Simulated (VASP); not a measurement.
Here is a VASP 6.6.1 calculation.

INCAR

```
SYSTEM = Ge2Sb3
ALGO = Normal ; EDIFF = 1E-6
ENCUT = 520 ; GGA = PE
ISIF = 2 ; ISMEAR = 0
LASPH = .TRUE. ; LCHARG = .FALSE.
LREAL = .FALSE. ; LWAVE = .FALSE.
NBANDS = 30 ; NELM = 60
PREC = Accurate ; SIGMA = 0.1
```

Contents of KPOINTS:

```
k-points
0
G
  12 12 6
  0 0 0
```

POSCAR

```
Ge2Sb3
1.0
    4.7309506507      0.0000000000      0.0000000000
   -2.3654753254      4.0971234476      0.0000000000
    0.0000000000      0.0000000000      6.9561936258
Ge Sb
2 3
Direct
    0.3333333333      0.6666666667      0.1948529537
    0.6666666667      0.3333333333      0.8051470463
    0.0000000000      0.0000000000      0.0000000000
    0.3333333333      0.6666666667      0.6246509463
    0.6666666667      0.3333333333      0.3753490537
```

Potentials or basis: VASP PAW PBE potentials, release 64 (Ge_d, Sb).

Run with:

```console
$ cat potpaw_PBE.64/Ge_d/POTCAR potpaw_PBE.64/Sb/POTCAR > POTCAR
$ mpirun -np 1 vasp_std > vasp.out
```

(1) What does it give for the band gap on the k mesh?

(2) What does it give for the pressure?

Results:

(1) zero (an odd number of electrons rules out a gap without spin polarisation).

(2) 0.0 GPa.

Caveat: spin-orbit coupling is left out, which moves the levels of the heavy elements.
